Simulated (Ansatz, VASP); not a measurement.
As in VASP and in Ansatz

The input INCAR:

```
SYSTEM = As
ALGO = Normal
EDIFF = 1E-7
ENCUT = 520
GGA = CA
ISIF = 2
ISMEAR = -1
LASPH = .TRUE.
LCHARG = .TRUE.
LELF = .TRUE.
LREAL = .FALSE.
LVHAR = .TRUE.
LWAVE = .FALSE.
NBANDS = 8
NELM = 60
PREC = Accurate
SIGMA = 0.05
```

KPOINTS

```
k-points
0
G
  6 6 6
  0 0 0
```

POSCAR

```
As
1.0
    2.7036817444      0.0000000000      0.0000000000
    0.0000000000      2.7036817444      0.0000000000
    0.0000000000      0.0000000000      2.7036817444
As
1
Direct
    0.5000000000      0.5000000000      0.5000000000
```

File input.yaml:

```yaml
crystal:
  lattice:
    - [2.7036817444, 0.0, 0.0]
    - [0.0, 2.7036817444, 0.0]
    - [0.0, 0.0, 2.7036817444]
  atoms:
    - { symbol: As, position: [0.5, 0.5, 0.5] }
hamiltonian:
  xc: lda
  pseudopotentials: { kind: paw }
kpoints:
  mp_grid: { grid: [6, 6, 6] }
scf:
  occupations: { method: fermi_dirac, width: 0.05 }
  n_extra_bands: 6
output:
  forces: true
  stress: true
  eigenvalues: true
  dos: { projected: true, de: 0.05, nscf_kmesh: { grid: [9, 9, 9] } }
  write_density: true
  write_potential: true
  elf: true
  volumetric_format: npy
```

Alike in both runs: functional LDA; k mesh 6 × 6 × 6; occupations fermi-dirac, width 0.05 eV; no spin polarisation.

|  | VASP | Ansatz |
| --- | --- | --- |
| version | VASP 6.6.1 | Ansatz 0.2.0 |
| potentials or method | VASP PAW LDA potentials, release 64 (As) | Ansatz PAW |
| plane-wave cutoff (eV) | 520 | 420 |
| valence electrons in the cell | 5 | 15 |
| task | single point | projected density of states |

```csv
,VASP,Ansatz,Ansatz less VASP
gap on the k mesh at the Fermi level (eV),none,none,-
pressure (GPa),-2.1,-2.3,-0.18
```

LDA's correlation is that of Perdew and Zunger in VASP and of Perdew and Wang (1992) in Ansatz. A gap of «none» marks a metal or a gap that the smearing closes. VASP's potentials hold 5 valence electrons a cell and Ansatz's 15, so a difference there can come from the potentials and not from the codes.

The k mesh is coarse, so the values compare programs but aren't converged.
